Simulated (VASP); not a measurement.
Input of a VASP 6.6.1 run:

The input INCAR:

```
SYSTEM = CuI
PREC = Accurate
ENCUT = 600
EDIFF = 1E-6
ISMEAR = 0
SIGMA = 0.01
LREAL = .False.
LASPH = .True.
NELM = 120
ALGO = Normal
ISIF = 2
LWAVE = .False.
LCHARG = .False.
GGA = PS
NBANDS = 26
GGA_COMPAT = .False.
```

File KPOINTS:

```
regular mesh
0
Gamma
  4 4 4
  0 0 0
```

The input POSCAR:

```
CuI
1.0
    3.5172413939     -3.5680297599      0.0000000000
    3.5172413939      3.5680297599      0.0000000000
    0.0000000000      0.0000000000      4.2911479425
Cu I
2 2
Direct
    0.4163573002      0.5836426998      0.7500000000
    0.5836426998      0.4163573002      0.2500000000
    0.7785187151      0.2214812849      0.7500000000
    0.2214812849      0.7785187151      0.2500000000
```

Potentials or basis: VASP PAW PBE potentials, release 64 (Cu, I).

Run with:

```sh
$ cat potpaw_PBE.64/Cu/POTCAR potpaw_PBE.64/I/POTCAR > POTCAR
$ mpirun -np 1 vasp_std > vasp.out
```

**Question.** What does it give for the pressure?

**Answer.** 0.0 GPa.

**Question.** What does it give for the band gap on the k mesh?

**Answer.** 0.88 eV.

Forces in eV/Å, atoms in the order of the input:
```
Cu   0.000  0.014  0.000
Cu   0.000 -0.014  0.000
I    0.000 -0.021  0.000
I    0.000  0.021  0.000
```

Caveat: the PAW data sets were made with another functional, which shifts forces and pressure a little; spin-orbit coupling is left out, which moves the levels of the heavy elements.
